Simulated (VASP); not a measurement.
Here is a VASP 6.6.1 calculation.

The input INCAR:

```
SYSTEM = MnO
PREC = Accurate
ENCUT = 520
EDIFF = 1E-8
ISMEAR = -1
SIGMA = 0.05
LREAL = .FALSE.
LASPH = .TRUE.
NELM = 150
ALGO = Normal
ISIF = 2
LWAVE = .FALSE.
LCHARG = .FALSE.
ISPIN = 2
MAGMOM = 4 0
LORBIT = 11
LMAXMIX = 4
GGA = PE
LEFG = .TRUE.
NBANDS = 20
```

Contents of KPOINTS:

```
regular mesh
0
G
  16 16 16
  0 0 0
```

File POSCAR:

```
MnO
1.0
    0.0000000000      2.1775600000      2.2220000000
    2.1775600000      0.0000000000      2.2220000000
    2.1775600000      2.1775600000      0.0000000000
Mn O
1 1
Direct
    0.0000000000      0.0000000000      0.0000000000
    0.5000000000      0.5000000000      0.5000000000
```

Potentials or basis: VASP PAW PBE potentials, release 64 (Mn_pv, O).

The run is started by

```console
$ cat potpaw_PBE.64/Mn_pv/POTCAR potpaw_PBE.64/O/POTCAR > POTCAR
$ mpirun -np 1 vasp_std > vasp.out
```

Question: What does it give for the pressure?

Answer: 4.7 GPa.

Question: Predict the site moments.

Answer: Mn +4.23; O +0.19 μB.

Question: Estimate the net moment.

Answer: 4.64 μB per cell.

Stress tensor (GPa, compression positive):
```
4.84 0.00 0.00
0.00 4.84 0.00
0.00 0.00 4.51
```

Caveat: the cell differs from its parent crystal (equal xx and yy strain of -2 %); the cell stands under pressure; without QUAD_EFG the Cq values of the log hold for a quadrupole moment of 1 mb, not for the nuclei; a cell with one magnetic atom can't hold antiferromagnetic order, which such compounds often take.
